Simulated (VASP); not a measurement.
# Si14C13 (a cell with a defect) in VASP: single point with PBE

Aim: the single point of Si14C13 (a cell with a defect) with PBE.

Everything below comes from runs of VASP 6.6.1. Logs are shortened: lines on timing, memory, paths and dates and some standing lists are left out, and cuts for length are marked.

### 1 The cell of the first run

The cell holds a defect, 54 atoms: a = 9.245 Å, b = 9.245 Å, c = 9.245 Å, α = 60.00°, β = 60.00°, γ = 60.00°.

### 2 Single point, PBE

INCAR

```
SYSTEM = Si14C13
PREC = Accurate ; ENCUT = 520
EDIFF = 1E-6 ; ISMEAR = -1
SIGMA = 0.01 ; LREAL = Auto
LASPH = .True. ; NELM = 80
ALGO = Normal ; ISIF = 2
LWAVE = .False. ; LCHARG = .False.
GGA = PE ; NBANDS = 141
```

KPOINTS

```
regular mesh
0
Gamma
  3 3 3
  0 0 0
```

POSCAR

```
Si14C13
1.0
    0.0000000000      6.5370000000      6.5370000000
    6.5370000000      0.0000000000      6.5370000000
    6.5370000000      6.5370000000      0.0000000000
Si C
28 26
Direct
   -0.0106484974     -0.0106484974     -0.0106484974
   -0.0106484974     -0.0106484974      0.3652788255
    0.0003457248      0.0003457248      0.6663209419
   -0.0106484974      0.3652788255     -0.0106484974
   -0.0001537143      0.3335617117      0.3335617117
   -0.0001537143      0.3335617117      0.6663636243
    0.0003457248      0.6663209419      0.0003457248
   -0.0001537143      0.6663636243      0.3335617117
    0.0003457248      0.6663209419      0.6663209419
    0.3652788255     -0.0106484974     -0.0106484974
    0.3335617117     -0.0001537143      0.3335617117
    0.3335617117     -0.0001537143      0.6663636243
    0.3335617117      0.3335617117     -0.0001537143
    0.3333333333      0.3333333333      0.3333333333
    0.3335617117      0.3335617117      0.6663636243
    0.3335617117      0.6663636243     -0.0001537143
    0.3335617117      0.6663636243      0.3335617117
    0.3331235764      0.6667365857      0.6667365857
    0.6663209419      0.0003457248      0.0003457248
    0.6663636243     -0.0001537143      0.3335617117
    0.6663209419      0.0003457248      0.6663209419
    0.6663636243      0.3335617117     -0.0001537143
    0.6663636243      0.3335617117      0.3335617117
    0.6667365857      0.3331235764      0.6667365857
    0.6663209419      0.6663209419      0.0003457248
    0.6667365857      0.6667365857      0.3331235764
    0.6667365857      0.6667365857      0.6667365857
    0.0833333333      0.0833333333      0.0833333333
    0.0837871984      0.0837871984      0.4217027821
    0.0837871984      0.0837871984      0.7440561544
    0.0837871984      0.4217027821      0.0837871984
    0.0834708173      0.4166208387      0.4166208387
    0.0837871984      0.4217027821      0.7440561544
    0.0837871984      0.7440561544      0.0837871984
    0.0837871984      0.7440561544      0.4217027821
    0.0830186982      0.7501048784      0.7501048784
    0.4217027821      0.0837871984      0.0837871984
    0.4166208387      0.0834708173      0.4166208387
    0.4217027821      0.0837871984      0.7440561544
    0.4166208387      0.4166208387      0.0834708173
    0.4166208387      0.4166208387      0.4166208387
    0.4166301481      0.4166301481      0.7500365186
    0.4217027821      0.7440561544      0.0837871984
    0.4166301481      0.7500365186      0.4166301481
    0.4166301481      0.7500365186      0.7500365186
    0.7440561544      0.0837871984      0.0837871984
    0.7440561544      0.0837871984      0.4217027821
    0.7501048784      0.0830186982      0.7501048784
    0.7440561544      0.4217027821      0.0837871984
    0.7500365186      0.4166301481      0.4166301481
    0.7500365186      0.4166301481      0.7500365186
    0.7501048784      0.7501048784      0.0830186982
    0.7500365186      0.7500365186      0.4166301481
    0.7501048784      0.7501048784      0.7501048784
```

Potentials or basis: VASP PAW PBE potentials, release 64 (Si, C).

Launch:

```console
cat potpaw_PBE.64/Si/POTCAR potpaw_PBE.64/C/POTCAR > POTCAR
mpirun -np 1 vasp_std > vasp.out
```

OUTCAR:

```text
SYSTEM = Si14C13
   PREC = Accurate
   ENCUT = 520
   EDIFF = 1E-6
   ISMEAR = -1
   LREAL = Auto
   LASPH = .True.
   NELM = 80
   ISIF = 2
   GGA = PE

 ion  position               nearest neighbor table
   1  0.989  0.989  0.989-  30 1.86  34 1.86  46 1.86  28 2.13   7 2.89  19 2.89   3 2.89  20 3.09
                            22 3.09   8 3.09  12 3.09  16 3.09   6 3.09
   2  0.989  0.989  0.365-  35 1.86  47 1.86  29 1.86  28 2.13   9 2.89  21 2.89   3 2.89  20 3.09
                             8 3.09  17 3.09  23 3.09   5 3.09  11 3.09
   3  0.000  0.000  0.666-  30 1.85  29 1.85  36 1.89  48 1.89   1 2.89   2 2.89   5 3.08  11 3.08
                             6 3.08  12 3.08  18 3.08  24 3.08   7 3.09  19 3.09  21 3.09   9 3.09
   4  0.989  0.365  0.989-  33 1.86  49 1.86  31 1.86  28 2.13   9 2.89  25 2.89   7 2.89  22 3.09
                             6 3.09  23 3.09  15 3.09   5 3.09  13 3.09
   5  1.000  0.334  0.334-  32 1.89  50 1.89  29 1.89  31 1.89   6 3.08   8 3.08   7 3.08   3 3.08
                            24 3.08  26 3.08  14 3.08  23 3.08  11 3.09  13 3.09   4 3.09   2 3.09
   6  1.000  0.334  0.666-  32 1.89  51 1.89  33 1.89  30 1.89   5 3.08   8 3.08   9 3.08   3 3.08
                            24 3.08  27 3.08  14 3.08  22 3.08  15 3.09  12 3.09   4 3.09   1 3.09
   7  0.000  0.666  0.000-  34 1.85  31 1.85  36 1.89  52 1.89   1 2.89   4 2.89   5 3.08  13 3.08
                             8 3.08  16 3.08  18 3.08  26 3.08   3 3.09  19 3.09  25 3.09   9 3.09
   8  1.000  0.666  0.334-  32 1.89  53 1.89  35 1.89  34 1.89   5 3.08   6 3.08   9 3.08   7 3.08
                            26 3.08  27 3.08  14 3.08  20 3.08  17 3.09  16 3.09   2 3.09   1 3.09
   9  0.000  0.666  0.666-  33 1.85  35 1.85  54 1.89  36 1.89   2 2.89   4 2.89   6 3.08   8 3.08
                            15 3.08  17 3.08  27 3.08  18 3.08   7 3.09  21 3.09  25 3.09   3 3.09
  10  0.365  0.989  0.989-  39 1.86  43 1.86  37 1.86  28 2.13  21 2.89  25 2.89  19 2.89  16 3.09
                            12 3.09  17 3.09  15 3.09  11 3.09  13 3.09
  11  0.334  1.000  0.334-  38 1.89  44 1.89  29 1.89  37 1.89  12 3.08  20 3.08  19 3.08   3 3.08
                            18 3.08  26 3.08  14 3.08  17 3.08   5 3.09  13 3.09   2 3.09  10 3.09
[... 57 lines left out ...]
  53  0.750  0.750  0.417-   8 1.89  20 1.89  26 1.89  27 1.89
  54  0.750  0.750  0.750-  27 1.89  21 1.89  25 1.89   9 1.89

  LATTYP: Found a face centered cubic cell.
 ALAT       =    13.0740000000

  Lattice vectors:

 A1 = (   0.0000000000,   6.5370000000,   6.5370000000)
 A2 = (   6.5370000000,   0.0000000000,   6.5370000000)
 A3 = (   6.5370000000,   6.5370000000,   0.0000000000)

Analysis of symmetry for initial positions (statically):
=====================================================================
 Subroutine PRICEL returns:
 Original cell was already a primitive cell.

 Routine SETGRP: Setting up the symmetry group for a
 face centered cubic supercell.

 Subroutine GETGRP returns: Found 24 space group operations
 (whereof  6 operations were pure point group operations)
 out of a pool of 48 trial point group operations.

The static configuration has the point symmetry C_3v.
 The point group associated with its full space group is T_d .

Analysis of symmetry for dynamics (positions and initial velocities):
=====================================================================
 Subroutine PRICEL returns:
 Original cell was already a primitive cell.

 Routine SETGRP: Setting up the symmetry group for a
 face centered cubic supercell.

 Subroutine GETGRP returns: Found 24 space group operations
 (whereof  6 operations were pure point group operations)
 out of a pool of 48 trial point group operations.

The dynamic configuration has the point symmetry C_3v.
 The point group associated with its full space group is T_d .

 Subroutine INISYM returns: Found 24 space group operations
 (whereof  6 operations are pure point group operations),
 and found     1 'primitive' translations

----------------------------------------------------------------------------------------

                                     Primitive cell

  volume of cell :     558.6830

  direct lattice vectors                    reciprocal lattice vectors
     0.000000000  6.537000000  6.537000000    -0.076487685  0.076487685  0.076487685
     6.537000000  0.000000000  6.537000000     0.076487685 -0.076487685  0.076487685
     6.537000000  6.537000000  0.000000000     0.076487685  0.076487685 -0.076487685

  length of vectors
     9.244714057  9.244714057  9.244714057     0.132480557  0.132480557  0.132480557

  position of ions in fractional coordinates (direct lattice)
     0.989351503  0.989351503  0.989351503
     0.989351503  0.989351503  0.365278825
     0.000345725  0.000345725  0.666320942
     0.989351503  0.365278825  0.989351503
     0.999846286  0.333561712  0.333561712
     0.999846286  0.333561712  0.666363624
[... 46 lines left out ...]
     0.750036519  0.750036519  0.416630148
     0.750104878  0.750104878  0.750104878

  ion indices of the primitive-cell ions
   primitive index   ion index
                 1           1
                 2           2
                 3           3
                 4           4
                 5           5
                 6           6
[... 46 lines left out ...]
                53          53
                54          54

----------------------------------------------------------------------------------------

 KPOINTS: regular mesh

Automatic generation of k-mesh.
 Grid dimensions read from file:
 generate k-points for:    3    3    3

 Generating k-lattice:

  Cartesian coordinates                     Fractional coordinates (reciprocal lattice)
    -0.025495895  0.025495895  0.025495895     0.333333333  0.000000000  0.000000000
     0.025495895 -0.025495895  0.025495895     0.000000000  0.333333333  0.000000000
     0.025495895  0.025495895 -0.025495895     0.000000000  0.000000000  0.333333333

  Length of vectors
     0.044160186  0.044160186  0.044160186

  Shift w.r.t. Gamma in fractional coordinates (k-lattice)
     0.000000000  0.000000000  0.000000000

 Subroutine IBZKPT returns following result:
 ===========================================

 Found      4 irreducible k-points:

 Following reciprocal coordinates:
            Coordinates               Weight
  0.000000  0.000000  0.000000      1.000000
  0.333333  0.000000  0.000000      8.000000
  0.333333  0.333333  0.000000      6.000000
 -0.333333  0.333333  0.000000     12.000000
   k-points           NKPTS =      4   k-points in BZ     NKDIM =      4   number of bands    NBANDS=    141
   number of dos      NEDOS =    301   number of ions     NIONS =     54
   total plane-waves  NPLWV = 343000
   dimension x,y,z NGX =    70 NGY =   70 NGZ =   70
   dimension x,y,z NGXF=   140 NGYF=  140 NGZF=  140
   ions per type =              28  26
   NGX,Y,Z   is equivalent  to a cutoff of  12.59, 12.59, 12.59 a.u.
   NGXF,Y,Z  is equivalent  to a cutoff of  25.18, 25.18, 25.18 a.u.
 SYSTEM =  Si14C13
   PREC   = accura    normal or accurate (medium, high low for compatibility)
   ISTART =      0    job   : 0-new  1-cont  2-samecut
   ICHARG =      2    charge: 1-file 2-atom 10-const
   ISPIN  =      1    spin polarized calculation?
   LNONCOLLINEAR =      F non collinear calculations
   LSORBIT =      F    spin-orbit coupling
   LASPH  =      T    aspherical Exc in radial PAW
   ENCUT  =  520.0 eV  38.22 Ry    6.18 a.u.  17.19 17.19 17.19*2*pi/ulx,y,z
   NELM   =     80;   NELMIN=  2; NELMDL= -5     # of ELM steps
   EDIFF  = 0.1E-05   stopping-criterion for ELM
   LREAL  =      T    real-space projection
   EDIFFG = 0.1E-04   stopping-criterion for IOM
   NSW    =      0    number of steps for IOM
   IBRION =     -1    ionic relax: 0-MD 1-quasi-New 2-CG
   NFREE  =      0    steps in history (QN), initial steepest desc. (CG)
   ISIF   =      2    stress and relaxation
   ISYM   =      2    0-nonsym 1-usesym 2-fastsym
   POTIM  = 0.5000    time-step for ionic-motion
   TEBEG  =    0.0;   TEEND  =   0.0 temperature during run
   PSTRESS=    0.0 pullay stress
   NELECT =     216.0000    total number of electrons
   NUPDOWN=      -1.0000    fix difference up-down
   EMIN   =  10.00;   EMAX   =-10.00  energy-range for DOS
   EFERMI =   0.00;   METHOD = LEGACY
   ISMEAR =    -1;   SIGMA  =   0.01  broadening in eV -4-tet -1-fermi 0-gaus
   EFERMI_NEDOS =   21; number of points for ismear=-14 and -15
   IALGO  =     38    algorithm
   IMIX   =      4    mixing-type and parameters
     AMIX     =   0.40;   BMIX     =  1.00
     AMIX_MAG =   1.60;   BMIX_MAG =  1.00
  volume/ion in A,a.u.               =      10.35        69.82
  Fermi-wavevector in a.u.,A,eV,Ry     =   1.192626  2.253736 19.352338  1.422357
  Thomas-Fermi vector in A             =   2.328660
   LORBIT       =      0    0 simple, 1 ext, 2 COOP (PROOUT), +10 PAW based schemes
   GGA     = PE    functional components
[... 5 lines left out ...]
 non-spin polarized calculation
  energy-cutoff  :      520.00
  volume of cell :      558.68
 maximum number of plane-waves:     15070
 NGX is ok and might be reduce to    70
   NGX = 35   NGY = 35   NGZ = 35

 number of electron     216.0000000 magnetization

 Free energy of the ion-electron system (eV)
  ---------------------------------------------------
  ext. energy  EPLUGINS =         0.00000000
  ---------------------------------------------------
  free energy    TOTEN  =      -398.18070913 eV

  energy without entropy =     -398.18070913  energy(sigma->0) =     -398.18070913

 E-fermi :   9.2432     XC(G=0): -11.3939

 val. band max:        8.9591769528   @ k =   0.0000   0.0000   0.0000
 cond. band min:       9.7271184928   @ k =   0.3333   0.3333   0.0000
 fundamental gap:      0.7679415400
 Fermi energy:         9.2432099308

 k-point     1 :       0.0000    0.0000    0.0000
  band No.  band energies     occupation
      1      -7.1968      2.00000
      2      -5.2547      2.00000
      3      -5.2547      2.00000
      4      -5.2547      2.00000
      5      -5.1622      2.00000
      6      -5.1077      2.00000
[... 481 lines left out ...]
    119      13.2358      0.00000
    120      13.2626      0.00000
 [bands above 120 left out]

------------------------ aborting loop because EDIFF is reached ----------------------------------------

  FORCE on cell =-STRESS in cart. coord.  units (eV):
  Direction    XX          YY          ZZ          XY          YZ          ZX
  --------------------------------------------------------------------------------------
  -------------------------------------------------------------------------------------
  Total       33.3050184     33.3050184     33.3050184     -0.0000000     -0.0000000      0.0000000
  in kB       95.5113119     95.5113119     95.5113119     -0.0000000     -0.0000000      0.0000000
  external PRESSURE =      95.5113119 kB  Pullay stress =       0.0000000 kB

 VOLUME and BASIS-vectors are now :
 -----------------------------------------------------------------------------
  energy-cutoff  :      520.00
  volume of cell :      558.68
      direct lattice vectors                 reciprocal lattice vectors
     0.000000000  6.537000000  6.537000000    -0.076487685  0.076487685  0.076487685
     6.537000000  0.000000000  6.537000000     0.076487685 -0.076487685  0.076487685
     6.537000000  6.537000000  0.000000000     0.076487685  0.076487685 -0.076487685

 POSITION                                       TOTAL-FORCE (eV/Angst)
 -----------------------------------------------------------------------------------
     12.93478     12.93478     12.93478         0.008617      0.008617      0.008617
      8.85522      8.85522     12.93478        -0.008617     -0.008617      0.008617
      4.35800      4.35800      0.00452         0.000000      0.000000      0.003636
      8.85522     12.93478      8.85522        -0.008617      0.008617     -0.008617
      4.36099      8.71649      8.71649        -0.000558      0.000185      0.000185
      6.53651     10.89201      8.71649        -0.000185      0.000558      0.000185
[... 46 lines left out ...]
      7.62650      7.62650      9.80598         0.000000      0.000000      0.001609
      9.80687      9.80687      9.80687         0.007484      0.007484      0.007484
 -----------------------------------------------------------------------------------
    total drift:                               -0.000012     -0.000012     -0.000012

  FREE ENERGIE OF THE ION-ELECTRON SYSTEM (eV)
  ---------------------------------------------------
  free  energy   TOTEN  =      -398.1807091286 eV

  energy  without entropy=     -398.1807091286  energy(sigma->0) =     -398.18070913
```

Wall time 22 min (1 thread of Oxide Virtual Turin-like, shared host); peak memory 0.72 GiB.

Results:

* Free energy: -398.1807 eV
* Pressure: 9.6 GPa
* Largest force: 0.015 eV/Å
* Band gap on the k mesh: 0.77 eV

Forces in eV/Å, atoms in the order of the input:
```
Si   0.009  0.009  0.009
Si  -0.009 -0.009  0.009
Si   0.000  0.000  0.004
Si  -0.009  0.009 -0.009
Si  -0.001  0.000  0.000
Si   0.000  0.001  0.000
Si   0.000  0.004  0.000
Si   0.000  0.000  0.001
Si  -0.004  0.000  0.000
Si   0.009 -0.009 -0.009
Si   0.000 -0.001  0.000
Si   0.001  0.000  0.000
Si   0.000  0.000 -0.001
Si   0.000  0.000  0.000
Si   0.000  0.000 -0.001
Si   0.001  0.000  0.000
Si   0.000 -0.001  0.000
Si  -0.001  0.001  0.001
Si   0.004  0.000  0.000
Si   0.000  0.000  0.001
Si   0.000 -0.004  0.000
Si   0.000  0.001  0.000
Si  -0.001  0.000  0.000
Si   0.001 -0.001  0.001
Si   0.000  0.000 -0.004
Si   0.001  0.001 -0.001
Si  -0.001 -0.001 -0.001
Si   0.000  0.000  0.000
C    0.000  0.000 -0.004
C    0.000  0.000 -0.004
C    0.000 -0.004  0.000
C   -0.001  0.001  0.001
C    0.004  0.000  0.000
C    0.000 -0.004  0.000
C    0.004  0.000  0.000
C    0.007 -0.007 -0.007
C   -0.004  0.000  0.000
C    0.001 -0.001  0.001
C    0.000  0.004  0.000
C    0.001  0.001 -0.001
C   -0.001 -0.001 -0.001
C    0.000  0.000 -0.002
C    0.000  0.000  0.004
C    0.000 -0.002  0.000
C    0.002  0.000  0.000
C   -0.004  0.000  0.000
C    0.000  0.004  0.000
C   -0.007  0.007 -0.007
C    0.000  0.000  0.004
C   -0.002  0.000  0.000
C    0.000  0.002  0.000
C   -0.007 -0.007  0.007
C    0.000  0.000  0.002
C    0.007  0.007  0.007
```

Caveat: semilocal functionals underestimate gaps, and a narrow one can read as zero.
